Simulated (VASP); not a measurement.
Wanted: the native input for a VASP 6.6.1 run.

| Property | Result |
| --- | --- |
| Task | single point |
| Functional | PBE |
| Potentials or basis | VASP PAW PBE potentials, release 64 (Nb_sv, As) |
| Cutoff | 500 eV |
| k mesh | 24 × 24 × 24 |
| Occupations | gaussian, width 0.03 eV |
| Spin | no spin polarisation |
| Dipole correction | no |
| Further INCAR settings | ALGO = Normal; EDIFF = 1e-06; NBANDS = 26 |

The structure of NbAs lies in POSCAR:

```
NbAs
1.0
   -1.7367329435      1.7367329435      5.8745179499
    1.7367329435     -1.7367329435      5.8745179499
    1.7367329435      1.7367329435     -5.8745179499
Nb As
2 2
Direct
   -0.0011100759     -0.0011100759      0.0000000000
    0.7488899241      0.2488899241      0.5000000000
    0.4171100759      0.4171100759      0.0000000000
    0.1671100759      0.6671100759      0.5000000000
```

The input as run:

INCAR

```
SYSTEM = NbAs
PREC     = Accurate       ! precision mode
ENCUT    = 500            ! plane-wave cutoff, eV
EDIFF    = 1E-6           ! SCF threshold, eV
ISMEAR   = 0              ! smearing method
SIGMA    = 0.03           ! smearing width, eV
LREAL    = .False.        ! projectors in reciprocal space
LASPH    = .True.         ! aspherical terms in the spheres
NELM     = 120            ! most SCF steps
ALGO     = Normal         ! electronic algorithm
ISIF     = 2              ! what is computed and relaxed
LWAVE    = .False.        ! write WAVECAR
LCHARG   = .False.        ! write CHGCAR
GGA      = PE             ! functional
NBANDS   = 26             ! bands
GGA_COMPAT= .False.
```

KPOINTS

```
Automatic mesh
0
Gamma
  24 24 24
  0 0 0
```

Potentials or basis: VASP PAW PBE potentials, release 64 (Nb_sv, As).

The run is started by

```sh
$ cat potpaw_PBE.64/Nb_sv/POTCAR potpaw_PBE.64/As/POTCAR > POTCAR
$ mpirun -np 1 vasp_std > vasp.out
```

It gave:

The pressure is 0.0 GPa and the band gap on the k mesh is zero (bands 18 and 19 overlap by 0.07 eV).

Run time: 39 min on 1 thread of Intel(R) Xeon(R) 6975P-C (Granite Rapids) (shared host), peak memory 1.6 GiB.
